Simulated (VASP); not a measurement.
Write the native input for VASP 6.6.1 that does the following.

* Task: single point
* Functional: LDA
* Potentials or basis: VASP PAW LDA potentials, release 64 (In_d)
* Cutoff: 520 eV
* k mesh: 12 × 12 × 14
* Occupations: methfessel-paxton, width 0.6 eV
* Spin: no spin polarisation
* Dipole correction: no
* Further INCAR settings: ALGO = Normal; EDIFF = 1e-06; NBANDS = 12

The structure of In lies in POSCAR:

```
In
1.0
   -1.6019898026      1.6281983263      2.4755659685
    1.6281983263     -1.6019898026      2.4755659685
    1.5260503434      1.5260503434     -2.4583443292
In
1
Direct
    0.0000000000      0.0000000000      0.0000000000
```

The input as run:

INCAR

```
  PREC = Accurate
  ENCUT = 520
  EDIFF = 1E-6
  ISMEAR = 1
  SIGMA = 0.6
  LREAL = F
  LASPH = T
  NELM = 100
  ALGO = Normal
  ISIF = 2
  LWAVE = F
  LCHARG = T
  LELF = T
  LVHAR = T
  NBANDS = 12
```

KPOINTS

```
Automatic mesh
0
Gamma
  12 12 14
```

Potentials or basis: VASP PAW LDA potentials, release 64 (In_d).

The run is started by

```console
$ cat potpaw_LDA.64/In_d/POTCAR > POTCAR
$ mpirun -np 1 vasp_std > vasp.out
```

Results of the run:

- Pressure: 0.0 GPa

Run time: 4.6 min on 1 thread of AMD EPYC 7R13, on a shared host, peak memory 0.23 GiB.
